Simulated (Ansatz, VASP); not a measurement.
**Pd in VASP and in Ansatz**

INCAR

```
ALGO = Normal
EDIFF = 1E-6
ENCUT = 520
GGA = PE
ISIF = 2
ISMEAR = -1
LASPH = True
LCHARG = False
LREAL = False
LWAVE = False
NBANDS = 11
NELM = 60
PREC = Accurate
SIGMA = 0.03
```

Contents of KPOINTS:

```
k-points
0
Gamma
  13 13 13
```

File POSCAR:

```
Pd
1.0
    2.6473055650      0.0000000000      0.0000000000
    0.0000000000      2.6473055650      0.0000000000
    0.0000000000      0.0000000000      2.6473055650
Pd
1
Direct
    0.0000000000      0.0000000000      0.0000000000
```

Input for Ansatz:

```yaml
crystal:
  lattice:
    - [2.647305565, 0.0, 0.0]
    - [0.0, 2.647305565, 0.0]
    - [0.0, 0.0, 2.647305565]
  atoms:
    - { symbol: Pd, position: [0.0, 0.0, 0.0] }
kpoints:
  mp_grid: { grid: [13, 13, 13] }
scf:
  occupations: { method: fermi_dirac, width: 0.03 }
hamiltonian:
  xc: pbe
  pseudopotentials: { kind: all_electron, lapw: { basis_error: 0.001 } }
output:
  forces: true
  stress: true
  eigenvalues: true
```

Change from the starting cell: volume scaled by 1.04.

Alike in both runs: task single point; functional PBE; k mesh 13 × 13 × 13; occupations fermi-dirac, width 0.03 eV; no spin polarisation.

|  | VASP | Ansatz |
| --- | --- | --- |
| version | VASP 6.6.1 | Ansatz 0.2.0 |
| potentials or method | VASP PAW PBE potentials, release 64 (Pd), cutoff 520 eV | all-electron LAPW, scalar-relativistic |

|  | VASP | Ansatz | Ansatz less VASP |
| --- | --- | --- | --- |
| pressure (GPa) | -4.6 | -4.4 | +0.19 |

Ansatz ran all-electron here, and VASP with PAW potentials.
